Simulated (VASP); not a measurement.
TeI2, 6 atoms in the cell. Symmetry: P4_2/mnm, No. 136, tetragonal system. The conventional cell has a = 8.862 Å, b = 8.862 Å, c = 4.176 Å, α = 90.00°, β = 90.00°, γ = 90.00°. Te (site symmetry mmm) has 6 I at 3.00 to 4.11 Å and 2 Te at 4.18 Å within 4.2 Å. I (site symmetry m2m) has 3 Te at 3.00 to 4.11 Å and 3 I at 4.18 to 4.32 Å within 4.4 Å. 

```yaml
Program: VASP 6.6.1
Task: single point
Functional: PBEsol
Potentials_or_basis: VASP PAW PBE potentials, release 64 (Te, I)
Cutoff: 500 eV
k_mesh: 4 × 4 × 7
Occupations: gaussian, width 0.1 eV
Spin: no spin polarisation
Dipole_correction: no
Further_INCAR_settings: ALGO = Normal; EDIFF = 1e-06; NBANDS = 29
```

Potentials or basis: VASP PAW PBE potentials, release 64 (Te, I).

Command:

```bash
$ cat potpaw_PBE.64/Te/POTCAR potpaw_PBE.64/I/POTCAR > POTCAR
$ mpirun -np 1 vasp_std > vasp.out
```

Hardware: 1 thread of Intel(R) Xeon(R) Platinum 8259CL CPU @ 2.50GHz (Skylake/Cascade Lake), with other jobs on the host.

How long does it take, and how much memory?

It took 3.6 min on 1 thread of Intel(R) Xeon(R) Platinum 8259CL CPU @ 2.50GHz (Skylake/Cascade Lake), on a shared host, peak memory 0.48 GiB. Counts: scf iterations 16, k points 24.
